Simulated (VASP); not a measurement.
**LaYbBi2O4: single point with r2SCAN+U**

The system is LaYbBi2O4.

```
Bi O La Yb
1.0
     3.91173    0.00000    0.00000
     0.00000    3.91173    0.00000
     0.00000    0.00000    9.25155
Bi O La Yb
2 4 1 1
Direct
  0.50000 0.50000 0.72840
  0.50000 0.50000 0.27160
  0.50000 0.00000 0.84700
  0.00000 0.50000 0.84700
  0.50000 0.00000 0.15300
  0.00000 0.50000 0.15300
  0.00000 0.00000 0.00000
  0.00000 0.00000 0.50000
```

```yaml
Program: VASP 6.6.1
Task: single point
Functional: r2SCAN
Potentials_or_basis: VASP PAW PBE potentials, release 64 (Bi_d, O, La, Yb)
Cutoff: 800 eV
k_mesh: 6 × 6 × 3
Occupations: gaussian, width 0.011 eV
Spin: no spin polarisation
Hubbard_terms: La d U = 6.93 eV, O p U = 3.54 eV
```

| Item | Value |
| --- | --- |
| Pressure | 13.6 GPa |
| Largest force | 1.031 eV/Å |
| Band gap on the k mesh | zero (an odd number of electrons rules out a gap without spin polarisation) |

Forces in eV/Å, atoms in the order of the input:
```
Bi   0.000  0.000 -0.704
Bi   0.000  0.000  0.704
O    0.000  0.000 -1.031
O    0.000  0.000 -1.031
O    0.000  0.000  1.031
O    0.000  0.000  1.031
La   0.000  0.000  0.000
Yb   0.000  0.000  0.000
```

Stress tensor (GPa, compression positive):
```
14.01  0.00  0.00
 0.00 14.01  0.00
 0.00  0.00 12.90
```

Levels at points of the mesh, in eV from the Fermi level:
```csv
k point,band 41,band 42,band 43,band 44,band 45,band 46,band 47,band 48,band 49,band 50
"(0.00, 0.00, 0.00)",-0.72,-0.71,-0.71,-0.71,0.02,0.27,1.57,1.57,1.67,2.47
"(0.50, 0.00, 0.00)",-0.73,-0.72,-0.69,-0.65,0.68,0.81,1.24,1.64,1.70,3.05
"(0.50, 0.50, 0.00)",-0.70,-0.68,-0.68,-0.22,-0.22,-0.21,-0.21,0.66,1.08,3.14
```

Eigenvalues of the final occupation matrices:
```
    site  spin  trace               eigenvalues
site 7 d     1   0.23  0.02 0.02 0.06 0.07 0.07
site 7 d     2   0.23  0.02 0.02 0.06 0.07 0.07
```

Wall time 2.2 h on 1 thread of Intel(R) Xeon(R) Platinum 8488C (Sapphire Rapids), with other jobs on the host, peak memory 0.61 GiB.

Caveat: the cell stands under pressure; the PAW data sets were made with another functional, which shifts forces and pressure a little; spin-orbit coupling is left out, which moves the levels of the heavy elements; an odd number of electrons without spin polarisation forces a metal; a magnetic or distorted state may lie lower; U without spin polarisation on a metal has little footing. Spin polarisation is off, so any magnetic state and its effect on volume and gap are missing.
